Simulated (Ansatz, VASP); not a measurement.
**V: VASP beside Ansatz**

INCAR

```
SYSTEM = V
  ALGO = Normal
  EDIFF = 1E-6
  ENCUT = 520
  GGA = PS
  ISIF = 2
  ISMEAR = -1
  LASPH = .True.
  LCHARG = .False.
  LREAL = .False.
  LWAVE = .False.
  NBANDS = 12
  NELM = 80
  PREC = Accurate
  SIGMA = 0.08
```

File KPOINTS:

```
k-points
0
Gamma
  15 15 15
  0 0 0
```

File POSCAR:

```
V
1.0
    2.4515863266      0.0000000000      0.0000000000
    0.0000000000      2.4515863266      0.0000000000
    0.0000000000      0.0000000000      2.4515863266
V
1
Direct
    0.0000000000      0.0000000000      0.0000000000
```

Input for Ansatz:

```yaml
crystal:
  lattice:
    - [2.4515863266, 0.0, 0.0]
    - [0.0, 2.4515863266, 0.0]
    - [0.0, 0.0, 2.4515863266]
  atoms:
    - { symbol: V, position: [0.0, 0.0, 0.0] }
kpoints:
  mp_grid: { grid: [15, 15, 15] }
  band_path:
    path:
      - [0.0, 0.0, 0.0]
      - [0.0, 0.5, 0.0]
      - [0.5, 0.5, 0.0]
      - [0.0, 0.0, 0.0]
      - [0.5, 0.5, 0.5]
      - [0.0, 0.5, 0.0]
      - [0.5, 0.5, 0.5]
      - [0.5, 0.5, 0.0]
    npoints: 14
scf:
  occupations: { method: fermi_dirac, width: 0.08 }
hamiltonian:
  xc: pbesol
  pseudopotentials: { kind: all_electron, lapw: { basis_error: 0.001 } }
output:
  forces: true
  stress: true
  eigenvalues: true
  populations: true
accuracy: high
```

Alike in both runs: task single point; functional PBEsol; k mesh 15 × 15 × 15; occupations fermi-dirac, width 0.08 eV; no spin polarisation.

```csv
,VASP,Ansatz
version,VASP 6.6.1,Ansatz 0.2.0
potentials or method,"VASP PAW PBE potentials, release 64 (V_sv), cutoff 520 eV","all-electron LAPW, scalar-relativistic"
```

```csv
,VASP,Ansatz,Ansatz less VASP
gap on the k mesh at the Fermi level (eV),none,none,-
pressure (GPa),-5.9,-6.2,-0.26
```

VASP's potentials were made for PBE, not for PBEsol. A gap of «none» marks a metal or a gap that the smearing closes. Ansatz ran all-electron here, and VASP with PAW potentials.
